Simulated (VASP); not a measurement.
# LiInC2Cl (P4/mmm) in VASP: single point with PBE

Aim: the single point of LiInC2Cl with PBE.

All numbers are computed with VASP 6.6.1; they aren't measurements. Logs are shortened: lines on timing, memory, paths and dates and some standing lists are left out, and cuts for length are marked.

### Step 1. The cell of the first run

The structure is tetragonal, space group P4/mmm (No. 123). The conventional cell has a = 5.196 Å, b = 5.196 Å, c = 5.196 Å, α = 90.00°, β = 90.00°, γ = 90.00°. Li (site symmetry 4/mmm) has 4 C at 2.60 Å and 2 Cl at 2.60 Å within 3.4 Å. Within 4.8 Å of In (site symmetry 4/mmm) lie 8 C at 3.67 Å and 4 Cl at 3.67 Å and 8 Li at 4.50 Å. C (site symmetry mmm) has 2 Li at 2.60 Å within 3.4 Å. Within 3.4 Å of Cl (site symmetry 4/mmm) lie 2 Li at 2.60 Å.

### Step 2. Single point, PBE

INCAR reads:

```
SYSTEM = LiInC2Cl
ALGO = Normal
EDIFF = 1E-6
ENCUT = 520
GGA = PE
ISIF = 2
ISMEAR = 0
LASPH = .True.
LCHARG = .True.
LELF = .True.
LREAL = .False.
LVHAR = .True.
LWAVE = .False.
NBANDS = 24
NELM = 60
PREC = Accurate
SIGMA = 0.1
```

KPOINTS reads:

```
k-points
0
Gamma
  4 4 4
  0 0 0
```

POSCAR reads:

```
LiInC2Cl
1.0
    5.1959357700      0.0000000000      0.0000000000
    0.0000000000      5.1959357700      0.0000000000
    0.0000000000      0.0000000000      5.1959357700
Li In C Cl
1 1 2 1
Direct
    0.0000000000      0.0000000000      0.0000000000
    0.5000000000      0.5000000000      0.5000000000
    0.5000000000      0.0000000000      0.0000000000
    0.0000000000      0.5000000000      0.0000000000
    0.0000000000      0.0000000000      0.5000000000
```

Potentials or basis: VASP PAW PBE potentials, release 64 (Li_sv, In_d, C, Cl).

Command:

```sh
$ cat potpaw_PBE.64/Li_sv/POTCAR potpaw_PBE.64/In_d/POTCAR potpaw_PBE.64/C/POTCAR potpaw_PBE.64/Cl/POTCAR > POTCAR
$ mpirun -np 1 vasp_std > vasp.out
```

OUTCAR:

```text
SYSTEM = LiInC2Cl
   EDIFF = 1E-6
   ENCUT = 520
   GGA = PE
   ISIF = 2
   ISMEAR = 0
   LASPH = .True.
   LREAL = .False.
   NELM = 60
   PREC = Accurate

 ion  position               nearest neighbor table
   1  0.000  0.000  0.000-   5 2.60   5 2.60
   2  0.500  0.500  0.500-
   3  0.500  0.000  0.000-
   4  0.000  0.500  0.000-
   5  0.000  0.000  0.500-   1 2.60   1 2.60

  LATTYP: Found a simple cubic cell.
 ALAT       =     5.1959357700

  Lattice vectors:

 A1 = (   5.1959357700,   0.0000000000,   0.0000000000)
 A2 = (   0.0000000000,   5.1959357700,   0.0000000000)
 A3 = (   0.0000000000,   0.0000000000,   5.1959357700)

Analysis of symmetry for initial positions (statically):
=====================================================================
 Subroutine PRICEL returns:
 Original cell was already a primitive cell.

 Routine SETGRP: Setting up the symmetry group for a
 simple cubic supercell.

 Subroutine GETGRP returns: Found 16 space group operations
 (whereof 16 operations were pure point group operations)
 out of a pool of 48 trial point group operations.

The static configuration has the point symmetry D_4h.

Analysis of symmetry for dynamics (positions and initial velocities):
=====================================================================
 Subroutine PRICEL returns:
 Original cell was already a primitive cell.

 Routine SETGRP: Setting up the symmetry group for a
 simple cubic supercell.

 Subroutine GETGRP returns: Found 16 space group operations
 (whereof 16 operations were pure point group operations)
 out of a pool of 48 trial point group operations.

The dynamic configuration has the point symmetry D_4h.

 Subroutine INISYM returns: Found 16 space group operations
 (whereof 16 operations are pure point group operations),
 and found     1 'primitive' translations

----------------------------------------------------------------------------------------

                                     Primitive cell

  volume of cell :     140.2786

  direct lattice vectors                    reciprocal lattice vectors
     5.195935770  0.000000000  0.000000000     0.192458114  0.000000000  0.000000000
     0.000000000  5.195935770  0.000000000     0.000000000  0.192458114  0.000000000
     0.000000000  0.000000000  5.195935770     0.000000000  0.000000000  0.192458114

  length of vectors
     5.195935770  5.195935770  5.195935770     0.192458114  0.192458114  0.192458114

  position of ions in fractional coordinates (direct lattice)
     0.000000000  0.000000000  0.000000000
     0.500000000  0.500000000  0.500000000
     0.500000000  0.000000000  0.000000000
     0.000000000  0.500000000  0.000000000
     0.000000000  0.000000000  0.500000000

  ion indices of the primitive-cell ions
   primitive index   ion index
                 1           1
                 2           2
                 3           3
                 4           4
                 5           5

----------------------------------------------------------------------------------------

 KPOINTS: k-points

Automatic generation of k-mesh.
 Grid dimensions read from file:
 generate k-points for:    4    4    4

 Generating k-lattice:

  Cartesian coordinates                     Fractional coordinates (reciprocal lattice)
     0.048114529  0.000000000  0.000000000     0.250000000  0.000000000  0.000000000
     0.000000000  0.048114529  0.000000000     0.000000000  0.250000000  0.000000000
     0.000000000  0.000000000  0.048114529     0.000000000  0.000000000  0.250000000

  Length of vectors
     0.048114529  0.048114529  0.048114529

  Shift w.r.t. Gamma in fractional coordinates (k-lattice)
     0.000000000  0.000000000  0.000000000

 Subroutine IBZKPT returns following result:
 ===========================================

 Found     18 irreducible k-points:

 Following reciprocal coordinates:
            Coordinates               Weight
  0.000000  0.000000  0.000000      1.000000
  0.250000  0.000000  0.000000      4.000000
  0.000000  0.000000  0.250000      2.000000
  0.500000  0.000000  0.000000      2.000000
  0.000000  0.000000  0.500000      1.000000
  0.250000  0.250000  0.000000      4.000000
[... 10 lines left out ...]
  0.250000  0.500000  0.500000      4.000000
  0.500000  0.500000  0.500000      1.000000
   k-points           NKPTS =     18   k-points in BZ     NKDIM =     18   number of bands    NBANDS=     24
   number of dos      NEDOS =    301   number of ions     NIONS =      5
   total plane-waves  NPLWV =  64000
   dimension x,y,z NGX =    40 NGY =   40 NGZ =   40
   dimension x,y,z NGXF=    80 NGYF=   80 NGZF=   80
   ions per type =               1   1   2   1
   NGX,Y,Z   is equivalent  to a cutoff of  12.80, 12.80, 12.80 a.u.
   NGXF,Y,Z  is equivalent  to a cutoff of  25.60, 25.60, 25.60 a.u.
 SYSTEM =  LiInC2Cl
   PREC   = accura    normal or accurate (medium, high low for compatibility)
   ISTART =      0    job   : 0-new  1-cont  2-samecut
   ICHARG =      2    charge: 1-file 2-atom 10-const
   ISPIN  =      1    spin polarized calculation?
   LNONCOLLINEAR =      F non collinear calculations
   LSORBIT =      F    spin-orbit coupling
   LASPH  =      T    aspherical Exc in radial PAW
   ENCUT  =  520.0 eV  38.22 Ry    6.18 a.u.   9.66  9.66  9.66*2*pi/ulx,y,z
   NELM   =     60;   NELMIN=  2; NELMDL= -5     # of ELM steps
   EDIFF  = 0.1E-05   stopping-criterion for ELM
   LREAL  =      F    real-space projection
   EDIFFG = 0.1E-04   stopping-criterion for IOM
   NSW    =      0    number of steps for IOM
   IBRION =     -1    ionic relax: 0-MD 1-quasi-New 2-CG
   NFREE  =      0    steps in history (QN), initial steepest desc. (CG)
   ISIF   =      2    stress and relaxation
   ISYM   =      2    0-nonsym 1-usesym 2-fastsym
   POTIM  = 0.5000    time-step for ionic-motion
   TEBEG  =    0.0;   TEEND  =   0.0 temperature during run
   PSTRESS=    0.0 pullay stress
   NELECT =      31.0000    total number of electrons
   NUPDOWN=      -1.0000    fix difference up-down
   EMIN   =  10.00;   EMAX   =-10.00  energy-range for DOS
   EFERMI =   0.00;   METHOD = LEGACY
   ISMEAR =     0;   SIGMA  =   0.10  broadening in eV -4-tet -1-fermi 0-gaus
   EFERMI_NEDOS =   21; number of points for ismear=-14 and -15
   IALGO  =     38    algorithm
   IMIX   =      4    mixing-type and parameters
     AMIX     =   0.40;   BMIX     =  1.00
     AMIX_MAG =   1.60;   BMIX_MAG =  1.00
  volume/ion in A,a.u.               =      28.06       189.33
  Fermi-wavevector in a.u.,A,eV,Ry     =   0.989764  1.870383 13.328711  0.979633
  Thomas-Fermi vector in A             =   2.121386
   LORBIT       =      0    0 simple, 1 ext, 2 COOP (PROOUT), +10 PAW based schemes
   GGA     = PE    functional components
   LHFCALC =     F    Hartree Fock is set to
   AEXX    =    0.0000 exact exchange contribution
   IVDW    =     0    specifies the selected vdW correction
   LEPSILON=     F    determine dielectric tensor
   LRPA    =     F    only Hartree local field effects (RPA)
 non-spin polarized calculation
 Gauss-broadening in eV      SIGMA  =   0.10
  energy-cutoff  :      520.00
  volume of cell :      140.28
 maximum number of plane-waves:      3840
 NGX is ok and might be reduce to    40
   NGX = 19   NGY = 19   NGZ = 19

 number of electron      30.9999985 magnetization

 Free energy of the ion-electron system (eV)
  ---------------------------------------------------
  ext. energy  EPLUGINS =         0.00000000
  ---------------------------------------------------
  free energy    TOTEN  =       -13.01633395 eV

  energy without entropy =      -12.96882171  energy(sigma->0) =      -12.99257783

 E-fermi :   0.1616     XC(G=0):  -7.5376

 val. band max:        0.1531125531   @ k =   0.2500   0.2500   0.2500
 cond. band min:       0.1925253045   @ k =   0.5000   0.5000   0.0000
 fundamental gap:      0.0394127514
 Fermi energy:         0.1616132794

 k-point     1 :       0.0000    0.0000    0.0000
  band No.  band energies     occupation
      1     -44.8102      2.00000
      2     -14.0127      2.00000
      3     -14.0049      2.00000
      4     -14.0021      2.00000
      5     -13.9851      2.00000
      6     -13.9851      2.00000
[... 16 lines left out ...]
     23       6.6953      0.00000
     24       6.9202      0.00000

 k-point     2 :       0.2500    0.0000    0.0000
  band No.  band energies     occupation
      1     -44.8102      2.00000
      2     -14.0113      2.00000
      3     -14.0028      2.00000
      4     -13.9926      2.00000
      5     -13.9857      2.00000
      6     -13.9851      2.00000
[... 16 lines left out ...]
     23       7.1965      0.00000
     24       7.6283      0.00000

 k-point     3 :       0.0000    0.0000    0.2500
  band No.  band energies     occupation
      1     -44.8102      2.00000
      2     -14.0124      2.00000
      3     -14.0040      2.00000
      4     -14.0020      2.00000
      5     -13.9857      2.00000
      6     -13.9857      2.00000
[... 16 lines left out ...]
     23       7.2177      0.00000
     24       7.4047      0.00000

 k-point     4 :       0.5000    0.0000    0.0000
  band No.  band energies     occupation
      1     -44.8103      2.00000
      2     -14.0099      2.00000
      3     -14.0036      2.00000
      4     -13.9864      2.00000
      5     -13.9851      2.00000
      6     -13.9795      2.00000
[... 16 lines left out ...]
     23       8.0216      0.00000
     24       8.4324      0.00000

 k-point     5 :       0.0000    0.0000    0.5000
  band No.  band energies     occupation
      1     -44.8102      2.00000
      2     -14.0121      2.00000
      3     -14.0031      2.00000
      4     -14.0020      2.00000
      5     -13.9864      2.00000
      6     -13.9864      2.00000
[... 289 lines left out ...]
 k-point    16 :       0.5000    0.5000    0.2500
  band No.  band energies     occupation
      1     -44.8102      2.00000
      2     -14.0584      2.00000
      3     -14.0068      2.00000
      4     -13.9873      2.00000
      5     -13.9873      2.00000
      6     -13.9766      2.00000
[... 16 lines left out ...]
     23       7.6535      0.00000
     24       7.7588      0.00000

 k-point    17 :       0.2500    0.5000    0.5000
  band No.  band energies     occupation
      1     -44.8102      2.00000
      2     -14.0347      2.00000
      3     -14.0082      2.00000
      4     -13.9885      2.00000
      5     -13.9873      2.00000
      6     -13.9754      2.00000
[... 16 lines left out ...]
     23       7.5436      0.00000
     24       7.6799      0.00000

 k-point    18 :       0.5000    0.5000    0.5000
  band No.  band energies     occupation
      1     -44.8103      2.00000
      2     -14.0586      2.00000
      3     -14.0068      2.00000
      4     -13.9884      2.00000
      5     -13.9884      2.00000
      6     -13.9748      2.00000
[... 16 lines left out ...]
     23       6.9644      0.00000
     24       7.0896      0.00000

------------------------ aborting loop because EDIFF is reached ----------------------------------------

  FORCE on cell =-STRESS in cart. coord.  units (eV):
  Direction    XX          YY          ZZ          XY          YZ          ZX
  --------------------------------------------------------------------------------------
  -------------------------------------------------------------------------------------
  Total       -6.3374176     -6.3374176     -4.4613837      0.0000000     -0.0000000      0.0000000
  in kB      -72.3821679    -72.3821679    -50.9552387      0.0000000     -0.0000000      0.0000000
  external PRESSURE =     -65.2398582 kB  Pullay stress =       0.0000000 kB

 VOLUME and BASIS-vectors are now :
 -----------------------------------------------------------------------------
  energy-cutoff  :      520.00
  volume of cell :      140.28
      direct lattice vectors                 reciprocal lattice vectors
     5.195935770  0.000000000  0.000000000     0.192458114  0.000000000  0.000000000
     0.000000000  5.195935770  0.000000000     0.000000000  0.192458114  0.000000000
     0.000000000  0.000000000  5.195935770     0.000000000  0.000000000  0.192458114

 POSITION                                       TOTAL-FORCE (eV/Angst)
 -----------------------------------------------------------------------------------
      0.00000      0.00000      0.00000         0.000000      0.000000      0.000000
      2.59797      2.59797      2.59797         0.000000      0.000000      0.000000
      2.59797      0.00000      0.00000         0.000000      0.000000      0.000000
      0.00000      2.59797      0.00000         0.000000      0.000000      0.000000
      0.00000      0.00000      2.59797         0.000000      0.000000      0.000000
 -----------------------------------------------------------------------------------
    total drift:                               -0.000000      0.000000     -0.000000

  FREE ENERGIE OF THE ION-ELECTRON SYSTEM (eV)
  ---------------------------------------------------
  free  energy   TOTEN  =       -13.0163339479 eV

  energy  without entropy=      -12.9688217081  energy(sigma->0) =      -12.99257783
```

Run time: 46 s. Hardware: 1 thread of Intel Xeon Platinum 8259CL at 2.50GHz (Skylake/Cascade Lake), shared host; peak memory 0.26 GiB.

Results:

* Free energy: -13.0163 eV
* Band gap on the k mesh: zero (an odd number of electrons rules out a gap without spin polarisation)

Caveat: the cutoff is under 1.25 times the usual one of these potentials, so pressure, stress and relaxed cells hold a basis-set (Pulay) error; spin-orbit coupling is left out, which moves the levels of the heavy elements; an odd number of electrons without spin polarisation forces a metal; a magnetic or distorted state may lie lower.
